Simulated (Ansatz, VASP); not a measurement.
C in VASP and in Ansatz

Contents of INCAR:

```
PREC = Accurate
ENCUT = 520
EDIFF = 1E-8
ISMEAR = -4
SIGMA = 0.1
LREAL = False
LASPH = True
NELM = 80
ALGO = Normal
ISIF = 2
LWAVE = False
LCHARG = False
GGA = PE
LEFG = True
NBANDS = 36
```

File KPOINTS:

```
regular mesh
0
Gamma
  14 14 3
```

Contents of POSCAR:

```
C
1.0
    2.5221000000      0.0000000000      0.0000000000
   -1.2610500000      2.1842026709      0.0000000000
    0.0000000000      0.0000000000     12.3557000000
C
12
Direct
    0.0000000000      0.0000000000      0.1875000000
    0.0000000000      0.0000000000      0.6875000000
    0.0000000000      0.0000000000      0.3125000000
    0.0000000000      0.0000000000      0.8125000000
    0.3333333333      0.6666666667      0.5208300000
    0.6666666667      0.3333333333      0.0208300000
    0.3333333333      0.6666666667      0.9791700000
    0.6666666667      0.3333333333      0.4791700000
    0.3333333333      0.6666666667      0.6458300000
    0.6666666667      0.3333333333      0.1458300000
    0.3333333333      0.6666666667      0.8541700000
    0.6666666667      0.3333333333      0.3541700000
```

Input for Ansatz:

```yaml
crystal:
  lattice:
    - [2.5221, 0.0, 0.0]
    - [-1.26105, 2.1842026709, 0.0]
    - [0.0, 0.0, 12.3557]
  atoms:
    - { symbol: C, position: [0.0, 0.0, 0.1875] }
    - { symbol: C, position: [0.0, 0.0, 0.6875] }
    - { symbol: C, position: [0.0, 0.0, 0.3125] }
    - { symbol: C, position: [0.0, 0.0, 0.8125] }
    - { symbol: C, position: [0.3333333333, 0.6666666667, 0.52083] }
    - { symbol: C, position: [0.6666666667, 0.3333333333, 0.02083] }
    - { symbol: C, position: [0.3333333333, 0.6666666667, 0.97917] }
    - { symbol: C, position: [0.6666666667, 0.3333333333, 0.47917] }
    - { symbol: C, position: [0.3333333333, 0.6666666667, 0.64583] }
    - { symbol: C, position: [0.6666666667, 0.3333333333, 0.14583] }
    - { symbol: C, position: [0.3333333333, 0.6666666667, 0.85417] }
    - { symbol: C, position: [0.6666666667, 0.3333333333, 0.35417] }
kpoints:
  mp_grid: { grid: [14, 14, 3] }
scf:
  occupations: { method: tetrahedron_uncorrected }
hamiltonian:
  xc: pbe
  pseudopotentials: { kind: paw, source: jth }
output:
  forces: true
  stress: true
  populations: true
  efg: { contact_densities: true }
```

Alike in both runs: task electric field gradients; functional PBE; k mesh 14 × 14 × 3; no spin polarisation.

|  | VASP | Ansatz |
| --- | --- | --- |
| version | VASP 6.6.1 | Ansatz 0.2.0 |
| potentials or method | VASP PAW PBE potentials, release 64 (C) | plane-wave PAW, scalar-relativistic |
| plane-wave cutoff (eV) | 520 | 780 |
| occupations | tetrahedron | tetrahedron-uncorrected |
| valence electrons in the cell | 48 | 48 |

|  | VASP | Ansatz | Ansatz less VASP |
| --- | --- | --- | --- |
| gap on the k mesh at the Fermi level (eV) | 4.35 | 4.35 | -0.003 |
| pressure (GPa) | 2.7 | 1.4 | -1.33 |
| traceless stress, the component that is largest in VASP (GPa) | 5.45 | 5.44 | -0.009 |
| rms of the force components (eV/Å) | 0.152 | 0.151 | -0.0004 |
| size of Vzz on the site where it differs most (V/Å²) | 1.1 | 1.1 | -0.04 |

Atom by atom the forces differ by 0.000 eV/Å (rms over components). Ansatz's warnings: band table not solved further, radial quadrature taken.
